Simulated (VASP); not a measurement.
Runs of VASP 6.6.1 on Si2Ni. The structure is that of space group Fm-3m (No. 225), or close to it. The cells are those of the table. 

```csv
task,level,potentials or basis,spin,U,fixed moment (μB),cell,k mesh,cutoff (eV),smearing,second run,gap on the mesh (eV),pressure (GPa),moment (μB)
single point,PBEsol+U,"VASP PAW PBE potentials, release 64 (Ni_sv_GW, Si)","collinear, zero start",Ni d U = 7.0 eV,-,"a = 3.823 Å, angles 60.0°, 3 atoms",9 × 9 × 9,590,gaussian 0.02 eV,valence_matched,none,-3.0,0.00
single point,PBE+U,"VASP PAW PBE potentials, release 64 (Ni, Si)","collinear, ferromagnetic start",Ni d U = 6.0 eV,-,"a = 3.852 Å, angles 60.0°, 3 atoms",9 × 9 × 9,520,fermi-dirac 0.05 eV,-,none,-5.3,0.00
relaxation of cell and atoms,revPBE+D4,"VASP PAW PBE potentials, release 64 (Ni, Si)","collinear, ferromagnetic start",-,-,"relaxed from a = 3.823 Å, angles 60.0°, 3 atoms",9 × 9 × 9,600,fermi-dirac 0.05 eV,-,none,0.0,0.00
single point,revPBE+D4,"VASP PAW PBE potentials, release 64 (Ni, Si)","collinear, ferromagnetic start",-,-,"a = 3.788 Å, angles 60.0°, 3 atoms",9 × 9 × 9,520,fermi-dirac 0.05 eV,-,none,-0.3,0.00
single point,LDA,"VASP PAW LDA potentials, release 64 (Ni, Si)","collinear, ferromagnetic start",-,-,"a = 3.823 Å, angles 60.0°, 3 atoms",9 × 9 × 9,520,fermi-dirac 0.05 eV,-,none,-4.2,0.00
single point,PBE+U,"VASP PAW PBE potentials, release 64 (Ni, Si)","collinear, ferromagnetic start",Ni d U = 4.0 eV,-,"a = 3.852 Å, angles 60.0°, 3 atoms",9 × 9 × 9,520,fermi-dirac 0.05 eV,-,none,-3.3,0.00
single point,PBE,"VASP PAW PBE potentials, release 64 (Ni, Si)","collinear, ferromagnetic start",-,1.2,"a = 3.823 Å, angles 60.0°, 3 atoms",7 × 7 × 7,520,fermi-dirac 0.05 eV,-,-,(b),1.20
single point,PBE+U,"VASP PAW PBE potentials, release 64 (Ni, Si)","collinear, ferromagnetic start",Ni d U = 8.0 eV,-,"a = 3.852 Å, angles 60.0°, 3 atoms",9 × 9 × 9,520,fermi-dirac 0.05 eV,-,none,(a),0.00
```

Problem. Fill in the values left out.

Solution. (a) -7.7; (b) 8.4.

Caveats: the U is typed as a test and isn't derived for this compound (some runs); the PAW data sets were made with another functional, which shifts forces and pressure a little (some runs); pairwise dispersion overbinds metals, which lowers pressure and volume (some runs); the total moment is fixed, so each spin has its own Fermi level (some runs).

A gap of «none» marks levels without a gap at the run's occupations.

The runs don't all hold the same shells in valence.
